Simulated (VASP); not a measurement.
# ZnS in VASP: a series of runs

ZnS is run at these levels: r2SCAN; tasks: single point.

Everything below comes from runs of VASP 6.6.1. Logs are shortened: lines on timing, memory, paths and dates and some standing lists are left out, and cuts for length are marked.

**What was measured.**

From “Electronic, vibrational, and thermodynamic properties of ZnS (zincblende and rocksalt structure)”, 2009, arxiv:0911.5022, for a bulk crystal of ZnS at 19 K: band gap 3.85 eV (direct).

The results are compared with them further down.

### 1 The cell of the first run

The structure is cubic, space group F-43m (No. 216). The conventional cell has a = 5.416 Å, b = 5.416 Å, c = 5.416 Å, α = 90.00°, β = 90.00°, γ = 90.00°. Within 3.1 Å of Zn (site symmetry -43m) lie 4 S at 2.35 Å. S (site symmetry -43m) has 4 Zn at 2.35 Å within 3.1 Å.

### 2 Single point, r2SCAN

File POSCAR:

```
ZnS
1.0
    0.0000000000      2.7079894907      2.7079894907
    2.7079894907      0.0000000000      2.7079894907
    2.7079894907      2.7079894907      0.0000000000
Zn S
1 1
Direct
    0.7500000000      0.7500000000      0.7500000000
    0.0000000000      0.0000000000      0.0000000000
```

File INCAR.step1:

```
SYSTEM = ZnS
PREC = Accurate
ENCUT = 520
ISMEAR = 0
SIGMA = 0.01
LREAL = .FALSE.
LASPH = .TRUE.
NELM = 100
NBANDS = 16
GGA = PE
ALGO = Normal
EDIFF = 1E-4
LWAVE = .TRUE.
LCHARG = .FALSE.
```

File INCAR.step2:

```
SYSTEM = ZnS
PREC = Accurate
ENCUT = 520
EDIFF = 1E-6
ISMEAR = 0
SIGMA = 0.01
LREAL = .FALSE.
LASPH = .TRUE.
NELM = 100
ALGO = Normal
ISIF = 2
LWAVE = .FALSE.
LCHARG = .FALSE.
METAGGA = R2SCAN
LMIXTAU = .TRUE.
NBANDS = 16
ISTART = 1
```

File KPOINTS:

```
regular mesh
0
G
  8 8 8
  0 0 0
```

Potentials or basis: VASP PAW PBE potentials, release 64 (Zn, S).

On the command line:

```bash
> cat potpaw_PBE.64/Zn/POTCAR potpaw_PBE.64/S/POTCAR > POTCAR
> cp INCAR.step1 INCAR
> mpirun -np 1 vasp_std > vasp.out
> cp INCAR.step2 INCAR
> mpirun -np 1 vasp_std > vasp.out
```

OUTCAR:

```text
SYSTEM = ZnS
   PREC = Accurate
   ENCUT = 520
   EDIFF = 1E-6
   ISMEAR = 0
   LREAL = .FALSE.
   LASPH = .TRUE.
   NELM = 100
   ISIF = 2
   METAGGA = R2SCAN
   ISTART = 1

 ion  position               nearest neighbor table
   1  0.750  0.750  0.750-   2 2.35   2 2.35   2 2.35   2 2.35
   2  0.000  0.000  0.000-   1 2.35   1 2.35   1 2.35   1 2.35

  LATTYP: Found a face centered cubic cell.
 ALAT       =     5.4159789814

  Lattice vectors:

 A1 = (   0.0000000000,   2.7079894907,   2.7079894907)
 A2 = (   2.7079894907,   0.0000000000,   2.7079894907)
 A3 = (   2.7079894907,   2.7079894907,   0.0000000000)

Analysis of symmetry for initial positions (statically):
=====================================================================
 Subroutine PRICEL returns:
 Original cell was already a primitive cell.

 Routine SETGRP: Setting up the symmetry group for a
 face centered cubic supercell.

 Subroutine GETGRP returns: Found 24 space group operations
 (whereof 24 operations were pure point group operations)
 out of a pool of 48 trial point group operations.

The static configuration has the point symmetry T_d .

Analysis of symmetry for dynamics (positions and initial velocities):
=====================================================================
 Subroutine PRICEL returns:
 Original cell was already a primitive cell.

 Routine SETGRP: Setting up the symmetry group for a
 face centered cubic supercell.

 Subroutine GETGRP returns: Found 24 space group operations
 (whereof 24 operations were pure point group operations)
 out of a pool of 48 trial point group operations.

The dynamic configuration has the point symmetry T_d .

 Subroutine INISYM returns: Found 24 space group operations
 (whereof 24 operations are pure point group operations),
 and found     1 'primitive' translations

----------------------------------------------------------------------------------------

                                     Primitive cell

  volume of cell :      39.7165

  direct lattice vectors                    reciprocal lattice vectors
     0.000000000  2.707989491  2.707989491    -0.184638826  0.184638826  0.184638826
     2.707989491  0.000000000  2.707989491     0.184638826 -0.184638826  0.184638826
     2.707989491  2.707989491  0.000000000     0.184638826  0.184638826 -0.184638826

  length of vectors
     3.829675465  3.829675465  3.829675465     0.319803827  0.319803827  0.319803827
[... 80 lines left out ...]
   NELM   =    100;   NELMIN=  2; NELMDL=  0     # of ELM steps
   EDIFF  = 0.1E-05   stopping-criterion for ELM
   LREAL  =      F    real-space projection
   EDIFFG = 0.1E-04   stopping-criterion for IOM
   NSW    =      0    number of steps for IOM
   IBRION =     -1    ionic relax: 0-MD 1-quasi-New 2-CG
   NFREE  =      0    steps in history (QN), initial steepest desc. (CG)
   ISIF   =      2    stress and relaxation
   ISYM   =      2    0-nonsym 1-usesym 2-fastsym
   POTIM  = 0.5000    time-step for ionic-motion
   TEBEG  =    0.0;   TEEND  =   0.0 temperature during run
   PSTRESS=    0.0 pullay stress
   NELECT =      18.0000    total number of electrons
   NUPDOWN=      -1.0000    fix difference up-down
   EMIN   =  10.00;   EMAX   =-10.00  energy-range for DOS
   EFERMI =   0.00;   METHOD = LEGACY
   ISMEAR =     0;   SIGMA  =   0.01  broadening in eV -4-tet -1-fermi 0-gaus
   EFERMI_NEDOS =   21; number of points for ismear=-14 and -15
   IALGO  =     38    algorithm
   IMIX   =      4    mixing-type and parameters
     AMIX     =   0.40;   BMIX     =  1.00
     AMIX_MAG =   1.60;   BMIX_MAG =  1.00
  volume/ion in A,a.u.               =      19.86       134.01
  Fermi-wavevector in a.u.,A,eV,Ry     =   1.257502  2.376334 21.515047  1.581311
  Thomas-Fermi vector in A             =   2.391158
   LORBIT       =      0    0 simple, 1 ext, 2 COOP (PROOUT), +10 PAW based schemes
   METAGGA = R2SCAN    functional components
   LHFCALC =     F    Hartree Fock is set to
   AEXX    =    0.0000 exact exchange contribution
   IVDW    =     0    specifies the selected vdW correction
   LEPSILON=     F    determine dielectric tensor
   LRPA    =     F    only Hartree local field effects (RPA)
 non-spin polarized calculation
 Gauss-broadening in eV      SIGMA  =   0.01
  energy-cutoff  :      520.00
  volume of cell :       39.72
 maximum number of plane-waves:      1090
   NGX = 15   NGY = 15   NGZ = 15

 number of electron      17.9999996 magnetization

 Free energy of the ion-electron system (eV)
  ---------------------------------------------------
  ext. energy  EPLUGINS =         0.00000000
  ---------------------------------------------------
  free energy    TOTEN  =       -18.86411153 eV

  energy without entropy =      -18.86411153  energy(sigma->0) =      -18.86411153

 E-fermi :   1.8539     XC(G=0): -10.2505

 val. band max:        1.7684501866   @ k =   0.0000   0.0000   0.0000
 cond. band min:       4.4118700746   @ k =   0.0000   0.0000   0.0000
 fundamental gap:      2.6434198879
 Fermi energy:         1.8539476247

 k-point     1 :       0.0000    0.0000    0.0000
  band No.  band energies     occupation
      1     -11.8588      2.00000
      2      -4.7045      2.00000
      3      -4.7045      2.00000
      4      -4.7044      2.00000
      5      -4.1669      2.00000
      6      -4.1669      2.00000
[... 433 lines left out ...]
      3      -4.5084      2.00000
      4      -4.2227      2.00000
      5      -4.1557      2.00000
      6      -3.9054      2.00000
[... 8 lines left out ...]
     15      15.8920      0.00000
     16      16.7440      0.00000

 [... further k-points ...]

------------------------ aborting loop because EDIFF is reached ----------------------------------------

  FORCE on cell =-STRESS in cart. coord.  units (eV):
  Direction    XX          YY          ZZ          XY          YZ          ZX
  --------------------------------------------------------------------------------------
  -------------------------------------------------------------------------------------
  Total       -0.2753861     -0.2753861     -0.2753861      0.0000000      0.0000000      0.0000000
  in kB      -11.1091701    -11.1091701    -11.1091701      0.0000000      0.0000000      0.0000000
  external PRESSURE =     -11.1091701 kB  Pullay stress =       0.0000000 kB

 VOLUME and BASIS-vectors are now :
 -----------------------------------------------------------------------------
  energy-cutoff  :      520.00
  volume of cell :       39.72
      direct lattice vectors                 reciprocal lattice vectors
     0.000000000  2.707989491  2.707989491    -0.184638826  0.184638826  0.184638826
     2.707989491  0.000000000  2.707989491     0.184638826 -0.184638826  0.184638826
     2.707989491  2.707989491  0.000000000     0.184638826  0.184638826 -0.184638826

 POSITION                                       TOTAL-FORCE (eV/Angst)
 -----------------------------------------------------------------------------------
      4.06198      4.06198      4.06198        -0.000000     -0.000000      0.000000
      0.00000      0.00000      0.00000         0.000000      0.000000     -0.000000
 -----------------------------------------------------------------------------------
    total drift:                                0.000011      0.000011      0.000011

  FREE ENERGIE OF THE ION-ELECTRON SYSTEM (eV)
  ---------------------------------------------------
  free  energy   TOTEN  =       -18.8641115273 eV

  energy  without entropy=      -18.8641115273  energy(sigma->0) =      -18.86411153
```

Wall time 64 s (1 thread of AMD EPYC 7R43 (Zen 3), shared host); peak memory 0.13 GiB.

What came out:

- Free energy: -18.8641 eV
- Pressure: -1.1 GPa
- Band gap on the k mesh: 2.64 eV, direct

Caveat: the PAW data sets were made with another functional, which shifts forces and pressure a little.

### 3 Single point, r2SCAN (z stretched by -0.5 %, x and y held)

File POSCAR:

```
ZnS
1.0
    0.0000000000      2.6945169062      2.6810443216
    2.6945169062      0.0000000000      2.6810443216
    2.6945169062      2.6945169062      0.0000000000
Zn S
1 1
Direct
    0.7500000000      0.7500000000      0.7500000000
    0.0000000000      0.0000000000      0.0000000000
```

File INCAR.step1:

```
PREC = Accurate
ENCUT = 520
ISMEAR = 0
SIGMA = 0.01
LREAL = F
LASPH = T
NELM = 80
NBANDS = 16
GGA = PE
ALGO = Normal
EDIFF = 1E-4
LWAVE = T
LCHARG = F
```

File INCAR.step2:

```
PREC = Accurate
ENCUT = 520
EDIFF = 1E-6
ISMEAR = 0
SIGMA = 0.01
LREAL = F
LASPH = T
NELM = 80
ALGO = Normal
ISIF = 2
LWAVE = F
LCHARG = T
METAGGA = R2SCAN
LMIXTAU = T
LELF = T
LVHAR = T
NBANDS = 16
ISTART = 1
```

File KPOINTS:

```
Automatic mesh
0
Gamma
  8 8 8
```

Potentials or basis: VASP PAW PBE potentials, release 64 (Zn, S).

On the command line:

```bash
> cat potpaw_PBE.64/Zn/POTCAR potpaw_PBE.64/S/POTCAR > POTCAR
> cp INCAR.step1 INCAR
> mpirun -np 1 vasp_std > vasp.out
> cp INCAR.step2 INCAR
> mpirun -np 1 vasp_std > vasp.out
```

It took 1.9 min on 1 thread of AMD EPYC 7R43 (Zen 3), shared host; peak memory 0.15 GiB.

It converged, with:

| Property | Result |
| --- | --- |
| Free energy | -18.8659 eV |
| Pressure | 0.4 GPa |
| Band gap on the k mesh | 2.72 eV, direct |

Stress tensor (GPa, compression positive):
```
0.33 0.00 0.00
0.00 0.33 0.00
0.00 0.00 0.52
```

Levels at points of the mesh, in eV from the valence-band top:
| k point | band 5 | band 6 | band 7 | band 8 | band 9 | band 10 | band 11 | band 12 | band 13 | band 14 |
| --- | --- | --- | --- | --- | --- | --- | --- | --- | --- | --- |
| (0.00, 0.00, 0.00) | -6.00 | -6.00 | -0.02 | -0.02 | 0.00 | 2.72 | 6.88 | 6.88 | 6.88 | 12.26 |
| (0.50, 0.00, 0.00) | -5.97 | -5.80 | -5.50 | -0.93 | -0.91 | 3.83 | 7.35 | 7.40 | 9.46 | 12.92 |
| (0.50, 0.50, 0.00) | -5.92 | -5.78 | -4.66 | -2.36 | -2.36 | 3.67 | 4.43 | 11.89 | 12.90 | 12.90 |
| (0.50, 0.00, 0.50) | -5.92 | -5.79 | -4.69 | -2.34 | -2.33 | 3.70 | 4.49 | 11.83 | 12.89 | 12.93 |

Caveat: the cell differs from its parent crystal (z stretched by -0.5 %, x and y held); the PAW data sets were made with another functional, which shifts forces and pressure a little.

### 4 Single point, r2SCAN (z stretched by +0.5 %, x and y held)

File POSCAR:

```
ZnS
1.0
    0.0000000000      2.6945169062      2.7079894907
    2.6945169062      0.0000000000      2.7079894907
    2.6945169062      2.6945169062      0.0000000000
Zn S
1 1
Direct
    0.7500000000      0.7500000000      0.7500000000
    0.0000000000      0.0000000000      0.0000000000
```

File INCAR.step1:

```
PREC     = Accurate       # precision mode
ENCUT    = 520            # plane-wave cutoff, eV
ISMEAR   = 0              # smearing method
SIGMA    = 0.01           # smearing width, eV
LREAL    = False          # projectors in reciprocal space
LASPH    = True           # aspherical terms in the spheres
NELM     = 80             # most SCF steps
NBANDS   = 16             # bands
GGA      = PE             # functional
ALGO     = Normal         # electronic algorithm
EDIFF    = 1E-4           # SCF threshold, eV
LWAVE    = True           # write WAVECAR
LCHARG   = False          # write CHGCAR
```

File INCAR.step2:

```
PREC     = Accurate       # precision mode
ENCUT    = 520            # plane-wave cutoff, eV
EDIFF    = 1E-6           # SCF threshold, eV
ISMEAR   = 0              # smearing method
SIGMA    = 0.01           # smearing width, eV
LREAL    = False          # projectors in reciprocal space
LASPH    = True           # aspherical terms in the spheres
NELM     = 80             # most SCF steps
ALGO     = Normal         # electronic algorithm
ISIF     = 2              # what is computed and relaxed
LWAVE    = False          # write WAVECAR
LCHARG   = False          # write CHGCAR
METAGGA  = R2SCAN         # meta-GGA
LMIXTAU  = True         
NBANDS   = 16             # bands
ISTART   = 1
```

File KPOINTS:

```
regular mesh
0
Gamma
  8 8 8
```

Potentials or basis: VASP PAW PBE potentials, release 64 (Zn, S).

On the command line:

```bash
> cat potpaw_PBE.64/Zn/POTCAR potpaw_PBE.64/S/POTCAR > POTCAR
> cp INCAR.step1 INCAR
> mpirun -np 1 vasp_std > vasp.out
> cp INCAR.step2 INCAR
> mpirun -np 1 vasp_std > vasp.out
```

OUTCAR:

```text
PREC = Accurate
   ENCUT = 520
   EDIFF = 1E-6
   ISMEAR = 0
   LREAL = False
   LASPH = True
   NELM = 80
   ISIF = 2
   METAGGA = R2SCAN
   ISTART = 1

 ion  position               nearest neighbor table
   1  0.750  0.750  0.750-   2 2.34   2 2.34   2 2.34   2 2.34
   2  0.000  0.000  0.000-   1 2.34   1 2.34   1 2.34   1 2.34

  LATTYP: Found a body centered tetragonal cell.
 ALAT       =     3.8106223528
 C/A-ratio  =     1.4212846302

  Lattice vectors:

 A1 = (  -2.6945169062,   0.0000000000,   2.7079894907)
 A2 = (   2.6945169062,   0.0000000000,   2.7079894907)
 A3 = (   0.0000000000,   2.6945169062,  -2.7079894907)

Analysis of symmetry for initial positions (statically):
=====================================================================
 Subroutine PRICEL returns:
 Original cell was already a primitive cell.

 Routine SETGRP: Setting up the symmetry group for a
 body centered tetragonal supercell.

 Subroutine GETGRP returns: Found  8 space group operations
 (whereof  8 operations were pure point group operations)
 out of a pool of 16 trial point group operations.

The static configuration has the point symmetry D_2d.

Analysis of symmetry for dynamics (positions and initial velocities):
[... 161 lines left out ...]
 val. band max:        1.8681271462   @ k =   0.0000   0.0000   0.0000
 cond. band min:       4.5519975684   @ k =   0.0000   0.0000   0.0000
 fundamental gap:      2.6838704222
 Fermi energy:         1.9348646547

 k-point     1 :       0.0000    0.0000    0.0000
  band No.  band energies     occupation
      1     -11.8369      2.00000
      2      -4.6524      2.00000
      3      -4.6494      2.00000
      4      -4.6494      2.00000
      5      -4.1007      2.00000
      6      -4.0997      2.00000
[... 433 lines left out ...]
      3      -4.5104      2.00000
      4      -4.4431      2.00000
      5      -4.0998      2.00000
      6      -4.0663      2.00000
[... 8 lines left out ...]
     15      15.1959      0.00000
     16      15.5816      0.00000

 [... further k-points ...]

------------------------ aborting loop because EDIFF is reached ----------------------------------------

  FORCE on cell =-STRESS in cart. coord.  units (eV):
  Direction    XX          YY          ZZ          XY          YZ          ZX
  --------------------------------------------------------------------------------------
  -------------------------------------------------------------------------------------
  Total       -0.0763204     -0.0763204     -0.1244608      0.0000000      0.0000000     -0.0000000
  in kB       -3.1096569     -3.1096569     -5.0711254      0.0000000      0.0000000     -0.0000000
  external PRESSURE =      -3.7634797 kB  Pullay stress =       0.0000000 kB

 VOLUME and BASIS-vectors are now :
 -----------------------------------------------------------------------------
  energy-cutoff  :      520.00
  volume of cell :       39.32
      direct lattice vectors                 reciprocal lattice vectors
     0.000000000  2.694516906  2.707989491    -0.185562020  0.185562020  0.184638826
     2.694516906  0.000000000  2.707989491     0.185562020 -0.185562020  0.184638826
     2.694516906  2.694516906  0.000000000     0.185562020  0.185562020 -0.184638826

 POSITION                                       TOTAL-FORCE (eV/Angst)
 -----------------------------------------------------------------------------------
      4.04178      4.04178      4.06198         0.000000      0.000000     -0.000000
      0.00000      0.00000      0.00000        -0.000000     -0.000000      0.000000
 -----------------------------------------------------------------------------------
    total drift:                                0.000012      0.000012      0.000009

  FREE ENERGIE OF THE ION-ELECTRON SYSTEM (eV)
  ---------------------------------------------------
  free  energy   TOTEN  =       -18.8659017756 eV

  energy  without entropy=      -18.8659017756  energy(sigma->0) =      -18.86590178
```

OUTCAR.step1:

```text
PREC = Accurate
   ENCUT = 520
   ISMEAR = 0
   LREAL = False
   LASPH = True
[... 678 lines left out ...]
      4.04178      4.04178      4.06198         0.000000      0.000000      0.000000
      0.00000      0.00000      0.00000        -0.000000     -0.000000     -0.000000
 -----------------------------------------------------------------------------------
    total drift:                                0.000001      0.000001      0.000001

  FREE ENERGIE OF THE ION-ELECTRON SYSTEM (eV)
  ---------------------------------------------------
  free  energy   TOTEN  =        -6.8454199811 eV

  energy  without entropy=       -6.8454199811  energy(sigma->0) =       -6.84541998
```

OSZICAR.step1:

```text
N       E                     dE             d eps       ncg     rms          rms(c)
DAV:   1     0.833355506041E+02    0.83336E+02   -0.84741E+03  1888   0.133E+03
DAV:   2    -0.189283071527E+01   -0.85228E+02   -0.79171E+02  2192   0.258E+02
DAV:   3    -0.721868067872E+01   -0.53258E+01   -0.53018E+01  2312   0.606E+01
DAV:   4    -0.727234160397E+01   -0.53661E-01   -0.53641E-01  2368   0.643E+00
DAV:   5    -0.727290364881E+01   -0.56204E-03   -0.56203E-03  2288   0.621E-01    0.691E+00
DAV:   6    -0.686623730791E+01    0.40667E+00   -0.73614E-01  2824   0.300E+01    0.539E+00
DAV:   7    -0.684575768205E+01    0.20480E-01   -0.24974E-01  2320   0.452E+00    0.275E+00
DAV:   8    -0.684502227822E+01    0.73540E-03   -0.51612E-03  2448   0.886E-01    0.722E-01
DAV:   9    -0.684525930904E+01   -0.23703E-03   -0.12670E-03  2352   0.285E-01    0.956E-02
DAV:  10    -0.684542977641E+01   -0.17047E-03   -0.23771E-04  2296   0.128E-01    0.458E-02
DAV:  11    -0.684541998106E+01    0.97954E-05   -0.31357E-05  1272   0.669E-02
   1 F= -.68454200E+01 E0= -.68454200E+01  d E =-.678866E-51
```

Wall time 1.9 min (1 thread of AMD EPYC 7R43 (Zen 3), shared host); peak memory 0.14 GiB.

Results:

* Free energy: -18.8659 eV
* Pressure: -0.4 GPa
* Band gap on the k mesh: 2.68 eV, direct

Levels at points of the mesh, in eV from the valence-band top:
| k point | band 5 | band 6 | band 7 | band 8 | band 9 | band 10 | band 11 | band 12 | band 13 | band 14 |
| --- | --- | --- | --- | --- | --- | --- | --- | --- | --- | --- |
| (0.00, 0.00, 0.00) | -5.97 | -5.97 | -0.02 | 0.00 | 0.00 | 2.68 | 6.89 | 6.89 | 6.89 | 12.26 |
| (0.50, 0.00, 0.00) | -5.94 | -5.77 | -5.42 | -0.91 | -0.88 | 3.82 | 7.36 | 7.41 | 9.42 | 12.87 |
| (0.50, 0.50, 0.00) | -5.89 | -5.76 | -4.65 | -2.28 | -2.28 | 3.73 | 4.51 | 11.74 | 12.85 | 12.85 |
| (0.50, 0.00, 0.50) | -5.89 | -5.75 | -4.62 | -2.31 | -2.30 | 3.71 | 4.46 | 11.80 | 12.82 | 12.86 |

Caveat: the cell differs from its parent crystal (z stretched by +0.5 %, x and y held); the PAW data sets were made with another functional, which shifts forces and pressure a little.

### 5 Summary

```tsv
cell	gap on the mesh (eV)	pressure (GPa)
a = 3.830 Å, angles 60.0°, 2 atoms	2.64	-1.1
a = 3.801, b = 3.801, c = 3.811 Å, angles 59.9, 59.9, 60.2°, 2 atoms	2.72	0.4
a = 3.820, b = 3.820, c = 3.811 Å, angles 60.1, 60.1, 59.8°, 2 atoms	2.68	-0.4
```

Alike in all rows: task single point; level r2SCAN; potentials or basis VASP PAW PBE potentials, release 64 (Zn, S); no spin polarisation; k mesh 8 × 8 × 8; cutoff (eV) 520; smearing gaussian 0.01 eV.

Caveats: the PAW data sets were made with another functional, which shifts forces and pressure a little.

Total energies depend on the potentials used, so only differences within one code and one set of settings carry meaning.

### 6 Against experiment

Step 2. Measured gap of ZnS: 3.85 eV (direct; 19 K; quoted in “Electronic, vibrational, and thermodynamic properties of ZnS (zincblende and rocksalt structure)”, 2009, arxiv:0911.5022). This calculation gives 2.64 eV (-1.21 eV). The value is that of r2SCAN, without temperature or zero-point motion.
